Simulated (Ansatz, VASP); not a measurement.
KGe2: VASP beside Ansatz

```
CELL_PARAMETERS angstrom
2.06866 -3.91576 0.00000
2.06866 3.91576 0.00000
0.00000 0.00000 5.23107
ATOMIC_POSITIONS crystal
K 0.00000 0.00000 0.00000
Ge 0.66137 0.33863 0.50000
Ge 0.33863 0.66137 0.50000
```

Alike in both runs: functional PBE; dispersion D3(BJ); k mesh 6 × 6 × 4; occupations gaussian, width 0.1 eV; no spin polarisation.

Ansatz relaxed the structure, and its values are those at the end. VASP's run is a single point on that final structure, the one shown.

|  | VASP | Ansatz |
| --- | --- | --- |
| version | VASP 6.6.1 | Ansatz 0.2.0 |
| potentials or method | VASP PAW PBE potentials, release 64 (K_sv, Ge_d), cutoff 520 eV | scalar-relativistic, plane waves, PAW |
| valence electrons in the cell | 37 | 37 |

VASP gave:

```
gap on the k mesh at the Fermi level (eV) : none
pressure (GPa)                            : 0.0
rms of the force components (eV/Å)        : 0.006
```

Question: Estimate Ansatz's values.

Answer: gap on the k mesh at the Fermi level (eV): none; pressure (GPa): 0.0; rms of the force components (eV/Å): 0.005.

A gap of «none» marks a metal or a gap that the smearing closes.
